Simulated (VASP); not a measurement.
MnF2, 3 atoms in the cell. The structure is cubic, space group Fm-3m (No. 225). The conventional cell has a = 5.249 Å, b = 5.249 Å, c = 5.249 Å, α = 90.00°, β = 90.00°, γ = 90.00°. Mn (site symmetry m-3m) has 8 F at 2.27 Å within 3.0 Å. Within 3.0 Å of F (site symmetry -43m) lie 4 Mn at 2.27 Å and 6 F at 2.62 Å. The cell was built from a structure type or drawn by symmetry, and may not be a known phase.

```yaml
Program: VASP 6.6.1
Task: relaxation of cell and atoms
Functional: PBE
Potentials_or_basis: VASP PAW PBE potentials, release 64 (Mn_pv, F)
Cutoff: 600 eV
k_mesh: 10 × 10 × 10
Occupations: gaussian, width 0.02 eV
Spin: collinear spin, ferromagnetic start
Starting_moments: "[4.8, 0.0, 0.0] μB"
Dipole_correction: no
Further_INCAR_settings: ALGO = Normal; EDIFF = 1e-06; IBRION = 2; EDIFFG = -0.01; NSW = 100; ISIF = 3
```

Potentials or basis: VASP PAW PBE potentials, release 64 (Mn_pv, F).

Command:

```console
$ cat potpaw_PBE.64/Mn_pv/POTCAR potpaw_PBE.64/F/POTCAR > POTCAR
$ mpirun -np 1 vasp_std > vasp.out
```

Hardware: 1 thread of AMD EPYC 9R14 (Zen 4) (shared host).

Task: Estimate the wall time of this run.

Result: It took 100 s on 1 thread of AMD EPYC 9R14 (Zen 4), on a shared host, peak memory 0.19 GiB. Counts: scf iterations 22, k points 47, ion steps 2.
